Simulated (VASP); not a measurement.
TaN:

```
CELL_PARAMETERS angstrom
0.00000 2.21132 2.21132
2.21132 0.00000 2.21132
2.21132 2.21132 0.00000
ATOMIC_POSITIONS crystal
Ta 0.50000 0.50000 0.50000
N 0.00000 0.00000 0.00000
```

| Quantity | Value |
| --- | --- |
| Program | VASP 6.6.1 |
| Task | relaxation of cell and atoms |
| Functional | revPBE |
| Dispersion | D3(BJ) |
| Potentials or basis | VASP PAW PBE potentials, release 64 (Ta_pv, N) |
| Cutoff | 600 eV |
| k mesh | 10 × 10 × 10 |
| Occupations | fermi-dirac, width 0.05 eV |
| Spin | no spin polarisation |

At the start: pressure -10.8 GPa; volume 10.81 Å³/atom.

Where does the relaxation end?

Over 4 steps the energy falls by 12.3 meV/atom and the volume is 10.46 Å³/atom (-3.2 %); space group Fm-3m (No. 225, to 0.05 Å).

Step by step:
```csv
step,energy change (eV),largest force (eV/Å),pressure (GPa),volume (Å³)
1,0.0000,0.0000,-10.85,21.63
2,0.1136,0.0000,31.40,19.41
3,-0.0245,0.0000,-0.29,20.94
4,-0.0245,0.0000,-0.05,20.93
```

Final structure:
```
Ta N
1.0
     0.00000    2.18723    2.18723
     2.18723    0.00000    2.18723
     2.18723    2.18723    0.00000
Ta N
1 1
Direct
  0.50000 0.50000 0.50000
  0.00000 0.00000 0.00000
```

Caveat: the PAW data sets were made with another functional, which shifts forces and pressure a little; pairwise dispersion overbinds metals, which lowers pressure and volume.
